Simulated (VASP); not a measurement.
# Ir (P6_3/mmc) in VASP: notebook

The runs below take Ir through single point, with LDA.

Everything below comes from runs of VASP 6.6.1. Logs are shortened: lines on timing, memory, paths and dates and some standing lists are left out, and cuts for length are marked.

**1. The cell of the first run**

It takes space group P6_3/mmc (No. 194, hexagonal). The conventional cell has a = 2.705 Å, b = 2.705 Å, c = 4.269 Å, α = 90.00°, β = 90.00°, γ = 120.00°. Within 3.5 Å of Ir (site symmetry -6m2) lie 12 Ir at 2.65 to 2.71 Å.

This isn't the form of Ir at room conditions, which is fcc.

**2. Single point, LDA**

File INCAR:

```
ALGO     = Normal         # electronic algorithm
EDIFF    = 1E-6           # SCF threshold, eV
ENCUT    = 500            # plane-wave cutoff, eV
GGA      = CA             # functional
GGA_COMPAT= False        
ISIF     = 2              # what is computed and relaxed
ISMEAR   = 0              # smearing method
LASPH    = True           # aspherical terms in the spheres
LCHARG   = False          # write CHGCAR
LREAL    = False          # projectors in reciprocal space
LWAVE    = False          # write WAVECAR
NBANDS   = 16             # bands
NELM     = 120            # most SCF steps
PREC     = Accurate       # precision mode
SIGMA    = 0.15           # smearing width, eV
```

File KPOINTS:

```
k-points
0
Gamma
  18 18 10
```

File POSCAR:

```
Ir
1.0
    2.7052686553      0.0000000000      0.0000000000
   -1.3526343277      2.3428313795      0.0000000000
    0.0000000000      0.0000000000      4.2693000000
Ir
2
Direct
    0.6666666667      0.3333333333      0.7500000000
    0.3333333333      0.6666666667      0.2500000000
```

Potentials or basis: VASP PAW LDA potentials, release 64 (Ir).

Launch:

```
> cat potpaw_LDA.64/Ir/POTCAR > POTCAR
> mpirun -np 1 vasp_std > vasp.out
```

OUTCAR:

```text
EDIFF = 1E-6
   ENCUT = 500
   GGA = CA
   ISIF = 2
   ISMEAR = 0
   LASPH = True
   LREAL = False
   NELM = 120
   PREC = Accurate

 ion  position               nearest neighbor table
   1  0.667  0.333  0.750-   2 2.65   2 2.65   2 2.65   2 2.65   2 2.65   2 2.65
   2  0.333  0.667  0.250-   1 2.65   1 2.65   1 2.65   1 2.65   1 2.65   1 2.65

  LATTYP: Found a hexagonal cell.
 ALAT       =     2.7052686553
 C/A-ratio  =     1.5781427074

  Lattice vectors:

 A1 = (   2.7052686553,   0.0000000000,   0.0000000000)
 A2 = (  -1.3526343277,   2.3428313795,   0.0000000000)
 A3 = (   0.0000000000,   0.0000000000,   4.2693000000)

Analysis of symmetry for initial positions (statically):
=====================================================================
 Subroutine PRICEL returns:
 Original cell was already a primitive cell.

 Routine SETGRP: Setting up the symmetry group for a
 hexagonal supercell.

 Subroutine GETGRP returns: Found 24 space group operations
 (whereof 12 operations were pure point group operations)
 out of a pool of 24 trial point group operations.

The static configuration has the point symmetry D_3d.
 The point group associated with its full space group is D_6h.

Analysis of symmetry for dynamics (positions and initial velocities):
=====================================================================
 Subroutine PRICEL returns:
 Original cell was already a primitive cell.

 Routine SETGRP: Setting up the symmetry group for a
 hexagonal supercell.

 Subroutine GETGRP returns: Found 24 space group operations
 (whereof 12 operations were pure point group operations)
 out of a pool of 24 trial point group operations.

The dynamic configuration has the point symmetry D_3d.
 The point group associated with its full space group is D_6h.

 Subroutine INISYM returns: Found 24 space group operations
 (whereof 12 operations are pure point group operations),
 and found     1 'primitive' translations

----------------------------------------------------------------------------------------

                                     Primitive cell

  volume of cell :      27.0588

  direct lattice vectors                    reciprocal lattice vectors
     2.705268655  0.000000000  0.000000000     0.369649054  0.213416981  0.000000000
    -1.352634328  2.342831380  0.000000000     0.000000000  0.426833962  0.000000000
     0.000000000  0.000000000  4.269300000     0.000000000  0.000000000  0.234230436

  length of vectors
     2.705268655  2.705268655  4.269300000     0.426833962  0.426833962  0.234230436

  position of ions in fractional coordinates (direct lattice)
     0.666666667  0.333333333  0.750000000
     0.333333333  0.666666667  0.250000000

  ion indices of the primitive-cell ions
   primitive index   ion index
                 1           1
                 2           2

----------------------------------------------------------------------------------------

 KPOINTS: k-points

Automatic generation of k-mesh.
 Grid dimensions read from file:
 generate k-points for:   18   18   10

 Generating k-lattice:

  Cartesian coordinates                     Fractional coordinates (reciprocal lattice)
     0.020536059  0.011856499  0.000000000     0.055555556 -0.000000000  0.000000000
     0.000000000  0.023712998  0.000000000     0.000000000  0.055555556  0.000000000
     0.000000000  0.000000000  0.023423044     0.000000000  0.000000000  0.100000000

  Length of vectors
     0.023712998  0.023712998  0.023423044

  Shift w.r.t. Gamma in fractional coordinates (k-lattice)
     0.000000000  0.000000000  0.000000000

 Subroutine IBZKPT returns following result:
 ===========================================

 Found    222 irreducible k-points:

 Following reciprocal coordinates:
            Coordinates               Weight
  0.000000  0.000000  0.000000      1.000000
  0.055556  0.000000  0.000000      6.000000
  0.111111  0.000000  0.000000      6.000000
  0.166667  0.000000  0.000000      6.000000
  0.222222 -0.000000  0.000000      6.000000
  0.277778  0.000000  0.000000      6.000000
[... 16 lines left out ...]
  0.333333  0.111111  0.000000     12.000000
  0.388889  0.111111  0.000000     12.000000
 [... further k-points ...]
   k-points           NKPTS =    222   k-points in BZ     NKDIM =    222   number of bands    NBANDS=     16
   number of dos      NEDOS =    301   number of ions     NIONS =      2
   total plane-waves  NPLWV =  12800
   dimension x,y,z NGX =    20 NGY =   20 NGZ =   32
   dimension x,y,z NGXF=    40 NGYF=   40 NGZF=   64
   ions per type =               2
   NGX,Y,Z   is equivalent  to a cutoff of  12.29, 12.29, 12.46 a.u.
   NGXF,Y,Z  is equivalent  to a cutoff of  24.58, 24.58, 24.92 a.u.
 SYSTEM =  unknown system
   PREC   = accura    normal or accurate (medium, high low for compatibility)
   ISTART =      0    job   : 0-new  1-cont  2-samecut
   ICHARG =      2    charge: 1-file 2-atom 10-const
   ISPIN  =      1    spin polarized calculation?
   LNONCOLLINEAR =      F non collinear calculations
   LSORBIT =      F    spin-orbit coupling
   LASPH  =      T    aspherical Exc in radial PAW
   ENCUT  =  500.0 eV  36.75 Ry    6.06 a.u.   4.93  4.93  7.78*2*pi/ulx,y,z
   NELM   =    120;   NELMIN=  2; NELMDL= -5     # of ELM steps
   EDIFF  = 0.1E-05   stopping-criterion for ELM
   LREAL  =      F    real-space projection
   EDIFFG = 0.1E-04   stopping-criterion for IOM
   NSW    =      0    number of steps for IOM
   IBRION =     -1    ionic relax: 0-MD 1-quasi-New 2-CG
   NFREE  =      0    steps in history (QN), initial steepest desc. (CG)
   ISIF   =      2    stress and relaxation
   ISYM   =      2    0-nonsym 1-usesym 2-fastsym
   POTIM  = 0.5000    time-step for ionic-motion
   TEBEG  =    0.0;   TEEND  =   0.0 temperature during run
   PSTRESS=    0.0 pullay stress
   NELECT =      18.0000    total number of electrons
   NUPDOWN=      -1.0000    fix difference up-down
   EMIN   =  10.00;   EMAX   =-10.00  energy-range for DOS
   EFERMI =   0.00;   METHOD = LEGACY
   ISMEAR =     0;   SIGMA  =   0.15  broadening in eV -4-tet -1-fermi 0-gaus
   EFERMI_NEDOS =   21; number of points for ismear=-14 and -15
   IALGO  =     38    algorithm
   IMIX   =      4    mixing-type and parameters
     AMIX     =   0.40;   BMIX     =  1.00
     AMIX_MAG =   1.60;   BMIX_MAG =  1.00
  volume/ion in A,a.u.               =      13.53        91.30
  Fermi-wavevector in a.u.,A,eV,Ry     =   1.429101  2.700610 27.787587  2.042330
  Thomas-Fermi vector in A             =   2.549091
   LORBIT       =      0    0 simple, 1 ext, 2 COOP (PROOUT), +10 PAW based schemes
   GGA     = CA    functional components
   LHFCALC =     F    Hartree Fock is set to
   AEXX    =    0.0000 exact exchange contribution
   IVDW    =     0    specifies the selected vdW correction
   LEPSILON=     F    determine dielectric tensor
   LRPA    =     F    only Hartree local field effects (RPA)
 non-spin polarized calculation
 Gauss-broadening in eV      SIGMA  =   0.15
  energy-cutoff  :      500.00
  volume of cell :       27.06
 maximum number of plane-waves:       705
 NGX is ok and might be reduce to    20
   NGX =  9   NGY =  9   NGZ = 15

 number of electron      18.0000002 magnetization

 Free energy of the ion-electron system (eV)
  ---------------------------------------------------
  ext. energy  EPLUGINS =         0.00000000
  ---------------------------------------------------
  free energy    TOTEN  =       -20.44798198 eV

  energy without entropy =      -20.42455330  energy(sigma->0) =      -20.43626764

 E-fermi :  11.2886     XC(G=0): -14.3961

 val. band max:       11.2823868929   @ k =   0.2222   0.1667   0.4000
 cond. band min:      11.2889021606   @ k =   0.0556   0.0000   0.4000
 fundamental gap:      0.0065152677
 Fermi energy:        11.2886467232

 k-point     1 :       0.0000    0.0000    0.0000
  band No.  band energies     occupation
      1      -0.4760      2.00000
      2       2.5821      2.00000
      3       7.0665      2.00000
      4       7.0665      2.00000
      5       7.2748      2.00000
      6       7.8542      2.00000
[... 8 lines left out ...]
     15      28.0302      0.00000
     16      28.9862      0.00000

 k-point     2 :       0.0556    0.0000    0.0000
  band No.  band energies     occupation
      1      -0.3512      2.00000
      2       2.6906      2.00000
      3       6.7906      2.00000
      4       7.1725      2.00000
      5       7.5223      2.00000
      6       7.7867      2.00000
[... 8 lines left out ...]
     15      28.1857      0.00000
     16      29.1869      0.00000

 k-point     3 :       0.1111    0.0000    0.0000
  band No.  band energies     occupation
      1       0.0130      2.00000
      2       2.9937      2.00000
      3       6.3998      2.00000
      4       7.4861      2.00000
      5       7.5747      2.00000
      6       7.7938      2.00000
[... 8 lines left out ...]
     15      28.5918      0.00000
     16      29.6588      0.00000

 k-point     4 :       0.1667    0.0000    0.0000
  band No.  band energies     occupation
      1       0.5837      2.00000
      2       3.4092      2.00000
      3       6.0333      2.00000
      4       6.9539      2.00000
      5       7.3364      2.00000
      6       7.8164      2.00000
[... 8 lines left out ...]
     15      28.7651      0.00000
     16      29.2739      0.00000
[... 324 lines left out ...]
 k-point    22 :       0.2778    0.1111    0.0000
  band No.  band energies     occupation
      1       3.0224      2.00000
      2       3.9525      2.00000
      3       4.6183      2.00000
      4       5.8606      2.00000
      5       6.6750      2.00000
      6       7.4923      2.00000
[... 8 lines left out ...]
     15      23.5278      0.00000
     16      26.4618      0.00000

 k-point    23 :       0.3333    0.1111    0.0000
  band No.  band energies     occupation
      1       3.4257      2.00000
      2       3.7273      2.00000
      3       4.1948      2.00000
      4       6.3572      2.00000
      5       6.5643      2.00000
      6       7.6902      2.00000
[... 8 lines left out ...]
     15      22.2194      0.00000
     16      25.9383      0.00000

 k-point    24 :       0.3889    0.1111    0.0000
  band No.  band energies     occupation
      1       3.5228      2.00000
      2       3.6464      2.00000
      3       3.9352      2.00000
      4       6.5092      2.00000
      5       6.8369      2.00000
      6       7.5292      2.00000
[... 8 lines left out ...]
     15      22.5834      0.00000
     16      25.0686      0.00000

 [... further k-points ...]

------------------------ aborting loop because EDIFF is reached ----------------------------------------

  FORCE on cell =-STRESS in cart. coord.  units (eV):
  Direction    XX          YY          ZZ          XY          YZ          ZX
  --------------------------------------------------------------------------------------
  -------------------------------------------------------------------------------------
  Total        1.7953329      1.7953329      4.0850426     -0.0000000      0.0000000     -0.0000000
  in kB      106.3034777    106.3034777    241.8795011     -0.0000000      0.0000000     -0.0000000
  external PRESSURE =     151.4954855 kB  Pullay stress =       0.0000000 kB

 VOLUME and BASIS-vectors are now :
 -----------------------------------------------------------------------------
  energy-cutoff  :      500.00
  volume of cell :       27.06
      direct lattice vectors                 reciprocal lattice vectors
     2.705268655  0.000000000  0.000000000     0.369649054  0.213416981  0.000000000
    -1.352634328  2.342831380  0.000000000     0.000000000  0.426833962  0.000000000
     0.000000000  0.000000000  4.269300000     0.000000000  0.000000000  0.234230436

 POSITION                                       TOTAL-FORCE (eV/Angst)
 -----------------------------------------------------------------------------------
      1.35263      0.78094      3.20198         0.000000     -0.000000      0.000000
     -0.00000      1.56189      1.06733        -0.000000      0.000000      0.000000
 -----------------------------------------------------------------------------------
    total drift:                               -0.000000      0.000000     -0.000000

  FREE ENERGIE OF THE ION-ELECTRON SYSTEM (eV)
  ---------------------------------------------------
  free  energy   TOTEN  =       -20.4479819828 eV

  energy  without entropy=      -20.4245532983  energy(sigma->0) =      -20.43626764
```

Run time: 25 s. Hardware: 1 thread of AMD EPYC 9R45 (Zen 5), shared host; peak memory 0.16 GiB.

Results:

* Free energy: -20.4480 eV
* Pressure: 15.1 GPa
* Band gap on the k mesh: zero (bands 9 and 10 overlap by 3.65 eV)

Stress tensor (GPa, compression positive):
```
10.63  0.00  0.00
 0.00 10.63  0.00
 0.00  0.00 24.19
```

Levels at points of the mesh, in eV from the Fermi level:
```
           k point  band 7  band 8  band 9  band 10  band 11  band 12
(0.00, 0.00, 0.00)   -3.43   -2.86   -2.86    -0.64     0.24     0.24
(0.50, 0.00, 0.00)   -3.08    0.55    1.07     1.17     3.05     4.52
(0.00, 0.00, 0.50)   -4.42   -4.42   -0.53    -0.53    -0.53    -0.53
(0.50, 0.00, 0.50)   -1.12   -1.12    0.87     0.87     2.09     2.09
```

Caveat: the stress differs along the axes, from 11 to 24 GPa; spin-orbit coupling is left out, which moves the levels of the heavy elements.

**3. Single point, LDA**

This run uses another cell than the first one, of 13.57 Å³/atom.

File INCAR:

```
SYSTEM = Ir
PREC = Accurate
ENCUT = 500
EDIFF = 1E-6
ISMEAR = 0
SIGMA = 0.15
LREAL = .False.
LASPH = .True.
NELM = 120
ALGO = Normal
ISIF = 2
LWAVE = .False.
LCHARG = .True.
GGA = CA
LELF = .True.
LVHAR = .True.
NBANDS = 16
GGA_COMPAT = .False.
```

File KPOINTS:

```
regular mesh
0
Gamma
  18 18 10
  0 0 0
```

File POSCAR:

```
Ir
1.0
    2.7864000000      0.0000000000      0.0000000000
   -1.3932000000      2.4130931851      0.0000000000
    0.0000000000      0.0000000000      4.0353000000
Ir
2
Direct
    0.6666666667      0.3333333333      0.7500000000
    0.3333333333      0.6666666667      0.2500000000
```

Potentials or basis: VASP PAW LDA potentials, release 64 (Ir).

Launch:

```
> cat potpaw_LDA.64/Ir/POTCAR > POTCAR
> mpirun -np 1 vasp_std > vasp.out
```

OUTCAR:

```text
SYSTEM = Ir
   PREC = Accurate
   ENCUT = 500
   EDIFF = 1E-6
   ISMEAR = 0
   LREAL = .False.
   LASPH = .True.
   NELM = 120
   ISIF = 2
   GGA = CA

 ion  position               nearest neighbor table
   1  0.667  0.333  0.750-   2 2.58   2 2.58   2 2.58   2 2.58   2 2.58   2 2.58
   2  0.333  0.667  0.250-   1 2.58   1 2.58   1 2.58   1 2.58   1 2.58   1 2.58

  LATTYP: Found a hexagonal cell.
 ALAT       =     2.7864000000
 C/A-ratio  =     1.4482127476

  Lattice vectors:

 A1 = (   2.7864000000,   0.0000000000,   0.0000000000)
 A2 = (  -1.3932000000,   2.4130931851,   0.0000000000)
 A3 = (   0.0000000000,   0.0000000000,   4.0353000000)

Analysis of symmetry for initial positions (statically):
=====================================================================
 Subroutine PRICEL returns:
 Original cell was already a primitive cell.

 Routine SETGRP: Setting up the symmetry group for a
 hexagonal supercell.

 Subroutine GETGRP returns: Found 24 space group operations
 (whereof 12 operations were pure point group operations)
 out of a pool of 24 trial point group operations.

The static configuration has the point symmetry D_3d.
[... 163 lines left out ...]
 E-fermi :  11.2546     XC(G=0): -14.3670

 val. band max:       11.2531699386   @ k =   0.2778   0.1111   0.3000
 cond. band min:      11.2619561326   @ k =   0.2222   0.2222   0.1000
 fundamental gap:      0.0087861940
 Fermi energy:        11.2546263269

 k-point     1 :       0.0000    0.0000    0.0000
  band No.  band energies     occupation
      1      -0.4864      2.00000
      2       2.6258      2.00000
      3       6.9362      2.00000
      4       6.9362      2.00000
      5       7.6215      2.00000
      6       7.6215      2.00000
[... 433 lines left out ...]
      3       3.8956      2.00000
      4       6.0115      2.00000
      5       6.4883      2.00000
      6       7.9254      2.00000
[... 8 lines left out ...]
     15      23.4286      0.00000
     16      25.2140      0.00000

 [... further k-points ...]

------------------------ aborting loop because EDIFF is reached ----------------------------------------

  FORCE on cell =-STRESS in cart. coord.  units (eV):
  Direction    XX          YY          ZZ          XY          YZ          ZX
  --------------------------------------------------------------------------------------
  -------------------------------------------------------------------------------------
  Total        1.0212333      1.0212333      8.1666531      0.0000000      0.0000000      0.0000000
  in kB       60.3034536     60.3034536    482.2378648      0.0000000      0.0000000      0.0000000
  external PRESSURE =     200.9482573 kB  Pullay stress =       0.0000000 kB

 VOLUME and BASIS-vectors are now :
 -----------------------------------------------------------------------------
  energy-cutoff  :      500.00
  volume of cell :       27.13
      direct lattice vectors                 reciprocal lattice vectors
     2.786400000  0.000000000  0.000000000     0.358886018  0.207202939  0.000000000
    -1.393200000  2.413093185  0.000000000     0.000000000  0.414405878  0.000000000
     0.000000000  0.000000000  4.035300000     0.000000000  0.000000000  0.247813050

 POSITION                                       TOTAL-FORCE (eV/Angst)
 -----------------------------------------------------------------------------------
      1.39320      0.80436      3.02648         0.000000     -0.000000      0.000000
     -0.00000      1.60873      1.00883        -0.000000      0.000000      0.000000
 -----------------------------------------------------------------------------------
    total drift:                               -0.000000      0.000000     -0.000000

  FREE ENERGIE OF THE ION-ELECTRON SYSTEM (eV)
  ---------------------------------------------------
  free  energy   TOTEN  =       -20.1705832267 eV

  energy  without entropy=      -20.1406150833  energy(sigma->0) =      -20.15559915
```

stdout:

```text
POSCAR found type information on POSCAR Ir
 POSCAR found :  1 types and       2 ions
 scaLAPACK will be used
 LDA part: xc-table for (Slater(with rela. corr.)+CA(PZ))
 , standard interpolation
 POSCAR, INCAR and KPOINTS ok, starting setup
 FFT: planning ... GRIDC
 FFT: planning ... GRID_SOFT
 FFT: planning ... GRID
 WAVECAR not read
 entering main loop
```

Run time: 26 s. Hardware: 1 thread of AMD EPYC 9R45 (Zen 5), shared host; peak memory 0.16 GiB.

What came out:

* Free energy: -20.1706 eV
* Pressure: 20.1 GPa
* Band gap on the k mesh: zero (bands 9 and 10 overlap by 2.97 eV)

Stress tensor (GPa, compression positive):
```
 6.03  0.00  0.00
 0.00  6.03  0.00
 0.00  0.00 48.22
```

Caveat: the stress differs along the axes, from 6 to 48 GPa; spin-orbit coupling is left out, which moves the levels of the heavy elements.

(Continued in part 2 of 2.)
